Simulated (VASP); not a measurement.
Write the native input for VASP 6.6.1 that does the following.

* Task: single point
* Functional: PBEsol
* Potentials or basis: VASP PAW PBE potentials, release 64 (Bi_d)
* Cutoff: 520 eV
* k mesh: 11 × 11 × 11
* Occupations: fermi-dirac, width 0.1 eV
* Spin: no spin polarisation
* Dipole correction: no
* Further INCAR settings: ALGO = Normal; EDIFF = 1e-07; NBANDS = 14

The structure of Bi lies in POSCAR:

```
Bi
1.0
    3.1786564239      0.0000000000      0.0000000000
    0.0000000000      3.1786564239      0.0000000000
    0.0000000000      0.0000000000      3.1786564239
Bi
1
Direct
    0.0000000000      0.0000000000      0.0000000000
```

This cell differs from its parent crystal: volume scaled by 0.96.

The input as run:

INCAR

```
SYSTEM = Bi
PREC = Accurate
ENCUT = 520
EDIFF = 1E-7
ISMEAR = -1
SIGMA = 0.1
LREAL = .FALSE.
LASPH = .TRUE.
NELM = 80
ALGO = Normal
ISIF = 2
LWAVE = .FALSE.
LCHARG = .FALSE.
GGA = PS
NBANDS = 14
```

KPOINTS

```
Automatic mesh
0
G
  11 11 11
  0 0 0
```

Potentials or basis: VASP PAW PBE potentials, release 64 (Bi_d).

Launch:

```sh
$ cat potpaw_PBE.64/Bi_d/POTCAR > POTCAR
$ mpirun -np 1 vasp_std > vasp.out
```

Results of the run:

```
Pressure : 2.5 GPa
```

Caveat: the PAW data sets were made with another functional, which shifts forces and pressure a little.

It took 12 s on 1 thread of Intel(R) Xeon(R) Platinum 8259CL CPU @ 2.50GHz (Skylake/Cascade Lake), with other jobs on the host, peak memory 0.14 GiB.
